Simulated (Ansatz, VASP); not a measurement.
**P in VASP and in Ansatz**

File INCAR:

```
  ALGO = Normal
  EDIFF = 1E-7
  ENCUT = 520
  GGA = PE
  ISIF = 2
  ISMEAR = 0
  LASPH = T
  LCHARG = F
  LREAL = F
  LWAVE = F
  NBANDS = 30
  NELM = 60
  PREC = Accurate
  SIGMA = 0.1
```

Contents of KPOINTS:

```
k-points
0
Gamma
  4 4 4
```

The input POSCAR:

```
P
1.0
    0.0000000000      4.4027530500      4.4027530500
    4.4027530500      0.0000000000      4.4027530500
    4.4027530500      4.4027530500      0.0000000000
P
8
Direct
    0.8614233500      0.8614233500      0.8614233500
    0.8614233500      0.8614233500      0.4157299600
    0.8614233500      0.4157299600      0.8614233500
    0.4157299600      0.8614233500      0.8614233500
    0.1385766500      0.1385766500      0.5842700400
    0.1385766500      0.1385766500      0.1385766500
    0.1385766500      0.5842700400      0.1385766500
    0.5842700400      0.1385766500      0.1385766500
```

Input for Ansatz:

```yaml
crystal:
  lattice:
    - [0.0, 4.40275305, 4.40275305]
    - [4.40275305, 0.0, 4.40275305]
    - [4.40275305, 4.40275305, 0.0]
  atoms:
    - { symbol: P, position: [0.86142335, 0.86142335, 0.86142335] }
    - { symbol: P, position: [0.86142335, 0.86142335, 0.41572996] }
    - { symbol: P, position: [0.86142335, 0.41572996, 0.86142335] }
    - { symbol: P, position: [0.41572996, 0.86142335, 0.86142335] }
    - { symbol: P, position: [0.13857665, 0.13857665, 0.58427004] }
    - { symbol: P, position: [0.13857665, 0.13857665, 0.13857665] }
    - { symbol: P, position: [0.13857665, 0.58427004, 0.13857665] }
    - { symbol: P, position: [0.58427004, 0.13857665, 0.13857665] }
basis:
  ecutwfc: 420
kpoints:
  mp_grid: { grid: [4, 4, 4] }
hamiltonian:
  xc: pbe
scf:
  occupations: { method: gaussian, width: 0.1 }
  lower_state_search: "off"
output:
  forces: true
  stress: true
  eigenvalues: true
```

Alike in both runs: task single point; functional PBE; k mesh 4 × 4 × 4; occupations gaussian, width 0.1 eV; no spin polarisation.

```csv
,VASP,Ansatz
version,VASP 6.6.1,Ansatz 0.2.0
potentials or method,"VASP PAW PBE potentials, release 64 (P), cutoff 520 eV","scalar-relativistic, plane waves, PAW"
valence electrons in the cell,40,40
```

```csv
,VASP,Ansatz,Ansatz less VASP
gap on the k mesh at the Fermi level (eV),none,none,-
pressure (GPa),-6.3,-6.1,+0.13
rms of the force components (eV/Å),0.488,0.467,-0.0215
```

Atom by atom the forces differ by 0.022 eV/Å (rms over components). A gap of «none» marks a metal or a gap that the smearing closes.
